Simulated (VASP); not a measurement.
# MgB2 in VASP: notebook, part 3 of 3

VASP 6.6.1. The steps go on from the part before.

## (4) Relaxation of cell and atoms, PBE

This run uses another cell than the first one, of 9.53 Å³/atom.

INCAR reads:

```
SYSTEM = MgB2
PREC     = Accurate       ! precision mode
ENCUT    = 600            ! plane-wave cutoff, eV
EDIFF    = 1E-7           ! SCF threshold, eV
ISMEAR   = 0              ! smearing method
SIGMA    = 0.1            ! smearing width, eV
LREAL    = .FALSE.        ! projectors in reciprocal space
LASPH    = .TRUE.         ! aspherical terms in the spheres
NELM     = 100            ! most SCF steps
ALGO     = Normal         ! electronic algorithm
ISIF     = 3              ! what is computed and relaxed
LWAVE    = .FALSE.        ! write WAVECAR
LCHARG   = .FALSE.        ! write CHGCAR
GGA      = PE             ! functional
IBRION   = 2              ! ionic algorithm
NSW      = 100            ! ionic steps
EDIFFG   = -0.005         ! ionic threshold
```

KPOINTS reads:

```
Automatic mesh
0
G
  18 18 12
  0 0 0
```

POSCAR reads:

```
MgB2
1.0
    3.0627620649      0.0000000000      0.0000000000
   -1.5313810324      2.6524297539      0.0000000000
    0.0000000000      0.0000000000      3.5208704800
Mg B
1 2
Direct
    0.0000000000      0.0000000000      0.0000000000
    0.6666666700      0.3333333300      0.5000000000
    0.3333333300      0.6666666700      0.5000000000
```

Potentials or basis: VASP PAW PBE potentials, release 64 (Mg, B).

The run is started by

```
$ cat potpaw_PBE.64/Mg/POTCAR potpaw_PBE.64/B/POTCAR > POTCAR
$ mpirun -np 1 vasp_std > vasp.out
```

OUTCAR:

```text
SYSTEM = MgB2
   PREC = Accurate
   ENCUT = 600
   EDIFF = 1E-7
   ISMEAR = 0
   LREAL = .FALSE.
   LASPH = .TRUE.
   NELM = 100
   ISIF = 3
   GGA = PE
   IBRION = 2
   NSW = 100
   EDIFFG = -0.005

 ion  position               nearest neighbor table
   1  0.000  0.000  0.000-   2 2.50   3 2.50   2 2.50   3 2.50   3 2.50   3 2.50   2 2.50   2 2.50
                             2 2.50   2 2.50   3 2.50   3 2.50
   2  0.667  0.333  0.500-   3 1.77   3 1.77   3 1.77   1 2.50   1 2.50   1 2.50   1 2.50   1 2.50
                             1 2.50
   3  0.333  0.667  0.500-   2 1.77   2 1.77   2 1.77   1 2.50   1 2.50   1 2.50   1 2.50   1 2.50
                             1 2.50

  LATTYP: Found a hexagonal cell.
 ALAT       =     3.0627620649
 C/A-ratio  =     1.1495736219

  Lattice vectors:

 A1 = (   3.0627620649,   0.0000000000,   0.0000000000)
 A2 = (  -1.5313810324,   2.6524297539,   0.0000000000)
 A3 = (   0.0000000000,   0.0000000000,   3.5208704800)

Analysis of symmetry for initial positions (statically):
=====================================================================
 Subroutine PRICEL returns:
 Original cell was already a primitive cell.

 Routine SETGRP: Setting up the symmetry group for a
 hexagonal supercell.

 Subroutine GETGRP returns: Found 24 space group operations
 (whereof 24 operations were pure point group operations)
 out of a pool of 24 trial point group operations.

The static configuration has the point symmetry D_6h.

Analysis of symmetry for dynamics (positions and initial velocities):
=====================================================================
 Subroutine PRICEL returns:
 Original cell was already a primitive cell.

 Routine SETGRP: Setting up the symmetry group for a
 hexagonal supercell.

 Subroutine GETGRP returns: Found 24 space group operations
 (whereof 24 operations were pure point group operations)
 out of a pool of 24 trial point group operations.

The dynamic configuration has the point symmetry D_6h.

[... 135 lines left out ...]
  volume of cell :       28.60
 maximum number of plane-waves:       972
   NGX = 13   NGY = 13   NGZ = 15

--------------------------------------- Ionic step        1  -------------------------------------------

 number of electron       8.0000000 magnetization

 Free energy of the ion-electron system (eV)
  ---------------------------------------------------
  ext. energy  EPLUGINS =         0.00000000
  ---------------------------------------------------
  free energy    TOTEN  =       -15.32637222 eV

  energy without entropy =      -15.32326406  energy(sigma->0) =      -15.32481814

------------------------ aborting loop because EDIFF is reached ----------------------------------------

  FORCE on cell =-STRESS in cart. coord.  units (eV):
  Direction    XX          YY          ZZ          XY          YZ          ZX
  --------------------------------------------------------------------------------------
  -------------------------------------------------------------------------------------
  Total        0.3454354      0.3454354     -0.0018317      0.0000000      0.0000000      0.0000000
  in kB       19.3495186     19.3495186     -0.1026045      0.0000000      0.0000000      0.0000000
  external PRESSURE =      12.8654776 kB  Pullay stress =       0.0000000 kB
[... 135 lines left out ...]
--------------------------------------- Ionic step        5  -------------------------------------------

 number of electron       8.0000000 magnetization

 Free energy of the ion-electron system (eV)
  ---------------------------------------------------
  ext. energy  EPLUGINS =         0.00000000
  ---------------------------------------------------
  free energy    TOTEN  =       -15.32772280 eV

  energy without entropy =      -15.32467677  energy(sigma->0) =      -15.32619979

 E-fermi :   5.2872     XC(G=0): -10.9418

 val. band max:        5.2729862893   @ k =   0.0556   0.0556   0.0000
 cond. band min:       5.2925590682   @ k =   0.1111  -0.0000   0.1667
 fundamental gap:      0.0195727789
 Fermi energy:         5.2871893995

 k-point     1 :       0.0000    0.0000    0.0000
  band No.  band energies     occupation
      1      -7.1482      2.00000
      2       2.3456      2.00000
      3       5.6853      0.00000
      4       5.6853      0.00000
      5       6.9613      0.00000
      6      11.6652      0.00000
      7      11.6652      0.00000
      8      13.5045      0.00000
[... 243 lines left out ...]
 k-point    24 :       0.3889    0.1111    0.0000
  band No.  band energies     occupation
      1      -3.6762      2.00000
      2      -1.7395      2.00000
      3       2.2908      2.00000
      4       5.4365      0.03474
      5       8.6510      0.00000
      6       9.9373      0.00000
      7      10.8322      0.00000
      8      12.9191      0.00000

 [... further k-points ...]

------------------------ aborting loop because EDIFF is reached ----------------------------------------

  FORCE on cell =-STRESS in cart. coord.  units (eV):
  Direction    XX          YY          ZZ          XY          YZ          ZX
  --------------------------------------------------------------------------------------
  -------------------------------------------------------------------------------------
  Total       -0.0058635     -0.0058635     -0.0122295     -0.0000000     -0.0000000      0.0000000
  in kB       -0.3260643     -0.3260643     -0.6800750     -0.0000000     -0.0000000      0.0000000
  external PRESSURE =      -0.4440678 kB  Pullay stress =       0.0000000 kB
[... 18 lines left out ...]
  FREE ENERGIE OF THE ION-ELECTRON SYSTEM (eV)
  ---------------------------------------------------
  free  energy   TOTEN  =       -15.3277228037 eV

  energy  without entropy=      -15.3246767670  energy(sigma->0) =      -15.32619979

 reached required accuracy - stopping structural energy minimisation
```

OSZICAR:

```text
N       E                     dE             d eps       ncg     rms          rms(c)
DAV:   1     0.921299964026E+01    0.92130E+01   -0.42297E+03  4312   0.948E+02
DAV:   2    -0.167288403499E+02   -0.25942E+02   -0.24882E+02  5976   0.121E+02
[... 29 lines left out ...]
   4 F= -.15327704E+02 E0= -.15326174E+02  d E =-.133137E-02
       N       E                     dE             d eps       ncg     rms          rms(c)
DAV:   1    -0.153277351846E+02   -0.31511E-04   -0.46139E-04  5736   0.171E-01    0.141E-02
DAV:   2    -0.153277242303E+02    0.10954E-04   -0.25227E-05  5456   0.315E-02    0.536E-03
DAV:   3    -0.153277227731E+02    0.14571E-05   -0.70048E-06  5232   0.148E-02    0.845E-04
DAV:   4    -0.153277228037E+02   -0.30535E-07   -0.15097E-07  4120   0.328E-03
   5 F= -.15327723E+02 E0= -.15326200E+02  d E =-.192140E-04
```

CONTCAR:

```text
MgB2
   1.00000000000000
     3.0750057190178768    0.0000000000002308    0.0000000000000000
    -1.5375028594585387    2.6630330694005075   -0.0000000000000000
    -0.0000000000000000   -0.0000000000000000    3.5183710580119891
  Mg              B
     1     2
Direct
     0.0000000000000000    0.0000000000000000    0.0000000000000000
     0.6666666699999979    0.3333333300000021    0.5000000000000000
     0.3333333300000021    0.6666666699999979    0.5000000000000000

  0.00000000E+00  0.00000000E+00  0.00000000E+00
  0.00000000E+00  0.00000000E+00  0.00000000E+00
  0.00000000E+00  0.00000000E+00  0.00000000E+00
```

Wall time 42 s (1 thread of Intel Xeon 6975P-C (Granite Rapids), shared host); peak memory 0.22 GiB.

What came out:

```
Free energy                           : -15.3277 eV
Relaxed volume                        : 9.60 Å³/atom
Relaxed cell                          : a = 3.075 Å, b = 3.075 Å, c = 3.518 Å, α = 90.00°, β = 90.00°, γ = 120.00°
Space group after relaxing (to 0.1 Å) : P6/mmm (No. 191)
Energy gained by relaxing             : 0.5 meV/atom
Ionic steps                           : 5
Pressure after relaxing               : 0.0 GPa
Band gap on the k mesh                : zero (bands 4 and 5 overlap by 3.81 eV)
```

The path:
| step | energy change (eV) | largest force (eV/Å) | pressure (GPa) | volume (Å³) |
| --- | --- | --- | --- | --- |
| 1 | 0.0000 | 0.0000 | 1.29 | 28.60 |
| 2 | -0.0011 | 0.0000 | -0.66 | 28.92 |
| 3 | -0.0013 | 0.0000 | -0.08 | 28.82 |
| 4 | -0.0013 | 0.0000 | -0.10 | 28.83 |
| 5 | -0.0014 | 0.0000 | -0.04 | 28.81 |

Final structure:
```yaml
crystal:
  lattice:
    - [3.07501, 0.00000, 0.00000]
    - [-1.53750, 2.66303, 0.00000]
    - [0.00000, 0.00000, 3.51837]
  atoms:
    - { symbol: Mg, position: [0.00000, 0.00000, 0.00000] }
    - { symbol: B, position: [0.66667, 0.33333, 0.50000] }
    - { symbol: B, position: [0.33333, 0.66667, 0.50000] }
```

Levels at points of the mesh, in eV from the Fermi level:
```tsv
k point	band 2	band 3	band 4	band 5	band 6	band 7
(0.00, 0.00, 0.00)	-2.94	0.40	0.40	1.67	6.38	6.38
(0.50, 0.00, 0.00)	-7.83	-2.15	0.23	3.11	3.93	5.37
(0.00, 0.00, 0.50)	-7.43	0.77	0.77	6.70	6.70	8.04
(0.50, 0.00, 0.50)	-6.92	-3.55	-1.86	-1.26	5.79	8.87
```

## (5) Single point, PBE (biaxial strain in the a-b plane: -4.5 %)

INCAR reads:

```
PREC = Accurate
ENCUT = 750
EDIFF = 1E-6
ISMEAR = 0
SIGMA = 0.1
LREAL = False
LASPH = True
NELM = 120
ALGO = Normal
ISIF = 2
LWAVE = False
LCHARG = False
GGA = PE
NBANDS = 15
GGA_COMPAT = False
```

KPOINTS reads:

```
Automatic mesh
0
Gamma
  15 15 12
```

POSCAR reads:

```
MgB2
1.0
    2.9344923484      0.0000000000      0.0000000000
   -1.4672461742      2.5413449209      0.0000000000
    0.0000000000      0.0000000000      3.6271894691
Mg B
1 2
Direct
    0.0000000000      0.0000000000      0.0000000000
    0.6666666667      0.3333333333      0.5000000000
    0.3333333333      0.6666666667      0.5000000000
```

Potentials or basis: VASP PAW PBE potentials, release 64 (Mg_sv, B).

The run is started by

```
$ cat potpaw_PBE.64/Mg_sv/POTCAR potpaw_PBE.64/B/POTCAR > POTCAR
$ mpirun -np 1 vasp_std > vasp.out
```

It took 58 s on 1 thread of Intel Xeon 6975P-C (Granite Rapids), shared host; peak memory 0.25 GiB.

The run converged. Its results:

| Quantity | Value |
| --- | --- |
| Free energy | -15.1043 eV |
| Pressure | 14.9 GPa |
| Band gap on the k mesh | zero (bands 8 and 9 overlap by 3.48 eV) |

Stress tensor (GPa, compression positive):
```
25.80  0.00  0.00
 0.00 25.80  0.00
 0.00  0.00 -6.90
```

Levels at points of the mesh, in eV from the Fermi level:
```csv
k point,band 6,band 7,band 8,band 9,band 10,band 11
"(0.00, 0.00, 0.00)",-4.00,0.40,0.71,0.71,7.35,7.35
"(0.00, 0.00, 0.50)",-8.13,0.99,0.99,7.52,7.52,8.24
```

Caveat: the cell differs from its parent crystal (biaxial strain in the a-b plane: -4.5 %); the cell stands under pressure.

## (6) Single point, PBE (biaxial strain in the a-b plane: -3.0 %)

INCAR reads:

```
PREC = Accurate
ENCUT = 750
EDIFF = 1E-6
ISMEAR = 0
SIGMA = 0.1
LREAL = F
LASPH = T
NELM = 120
ALGO = Normal
ISIF = 2
LWAVE = F
LCHARG = F
GGA = PE
NBANDS = 15
GGA_COMPAT = F
```

KPOINTS reads:

```
regular mesh
0
Gamma
  15 15 12
```

POSCAR reads:

```
MgB2
1.0
    2.9805838513      0.0000000000      0.0000000000
   -1.4902919256      2.5812613333      0.0000000000
    0.0000000000      0.0000000000      3.5954029986
Mg B
1 2
Direct
    0.0000000000      0.0000000000      0.0000000000
    0.6666666667      0.3333333333      0.5000000000
    0.3333333333      0.6666666667      0.5000000000
```

Potentials or basis: VASP PAW PBE potentials, release 64 (Mg_sv, B).

The run is started by

```
$ cat potpaw_PBE.64/Mg_sv/POTCAR potpaw_PBE.64/B/POTCAR > POTCAR
$ mpirun -np 1 vasp_std > vasp.out
```

Wall time 44 s (1 thread of AMD EPYC 9R45 (Zen 5), shared host); peak memory 0.23 GiB.

The run converged. Its results:

| Property | Result |
| --- | --- |
| Free energy | -15.2251 eV |
| Pressure | 9.2 GPa |
| Band gap on the k mesh | zero (bands 8 and 9 overlap by 3.57 eV) |

Stress tensor (GPa, compression positive):
```
15.99  0.00  0.00
 0.00 15.99  0.00
 0.00  0.00 -4.38
```

Levels at points of the mesh, in eV from the Fermi level:
```
           k point  band 5  band 6  band 7  band 8  band 9  band 10  band 11  band 12
(0.00, 0.00, 0.00)  -12.81   -3.66    0.60    0.60    0.80     7.02     7.02     9.46
(0.00, 0.00, 0.50)  -11.63   -7.89    0.91    0.91    7.24     7.24     8.79     8.83
```

Caveat: the cell differs from its parent crystal (biaxial strain in the a-b plane: -3.0 %); the cell stands under pressure.

## (7) Overview

| task | potentials or basis | cell | k mesh | cutoff (eV) | mended | gap on the mesh (eV) | pressure (GPa) |
| --- | --- | --- | --- | --- | --- | --- | --- |
| single point | VASP PAW PBE potentials, release 64 (Mg, B) | a = 3.076, b = 3.076, c = 3.522 Å, angles 90.0, 90.0, 120.0°, 3 atoms, atomic positions A | 18 × 18 × 12 | 520 | - | none | -0.3 |
| single point | VASP PAW PBE potentials, release 64 (Mg, B) | a = 4.673, b = 4.673, c = 5.333 Å, angles 90.0, 90.0, 97.7°, 12 atoms, atomic positions B | 8 × 8 × 6 | 520 | - | none | -0.3 |
| relaxation of cell and atoms | VASP PAW PBE potentials, release 64 (Mg, B) | relaxed from a = 3.063, b = 3.063, c = 3.521 Å, angles 90.0, 90.0, 120.0°, 3 atoms, atomic positions A | 18 × 18 × 12 | 600 | - | none | 0.0 |
| single point | VASP PAW PBE potentials, release 64 (Mg_sv, B) | a = 2.934, b = 2.934, c = 3.627 Å, angles 90.0, 90.0, 120.0°, 3 atoms, atomic positions A | 15 × 15 × 12 | 750 | yes | none | 14.9 |
| single point | VASP PAW PBE potentials, release 64 (Mg_sv, B) | a = 2.981, b = 2.981, c = 3.595 Å, angles 90.0, 90.0, 120.0°, 3 atoms, atomic positions A | 15 × 15 × 12 | 750 | yes | none | 9.2 |

Alike in all rows: level PBE; no spin polarisation; smearing gaussian 0.1 eV.

Caveats: the cell stands under pressure (at least some runs).

Total energies depend on the potentials used, so only differences within one code and one set of settings carry meaning.
